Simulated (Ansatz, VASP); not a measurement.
**One calculation of KOs, two programs**

```
CELL_PARAMETERS angstrom
2.76935 0.00000 0.00000
-1.38468 2.39833 0.00000
0.00000 0.00000 5.81113
ATOMIC_POSITIONS crystal
K 0.33333 0.66667 0.50000
Os 0.00000 0.00000 0.00000
```

Alike in both runs: functional PBE; k mesh 6 × 6 × 4; occupations gaussian, width 0.1 eV; no spin polarisation.

Ansatz relaxed the structure, and its values are those at the end. VASP's run is a single point on that final structure, the one shown.

|  | VASP | Ansatz |
| --- | --- | --- |
| version | VASP 6.6.1 | Ansatz 0.2.0 |
| potentials or method | VASP PAW PBE potentials, release 64 (K_sv, Os), cutoff 520 eV | scalar-relativistic, plane waves, PAW |
| valence electrons in the cell | 17 | 25 |

```tsv
	VASP	Ansatz	Ansatz less VASP
gap on the k mesh at the Fermi level (eV)	none	none	-
pressure (GPa)	0.2	0.1	-0.14
```

A gap of «none» marks a metal or a gap that the smearing closes. VASP's potentials hold 17 valence electrons a cell and Ansatz's 25, so a difference there can come from the potentials and not from the codes.

The k mesh is coarse, so the values compare programs but aren't converged. Neither program's run includes spin-orbit coupling.
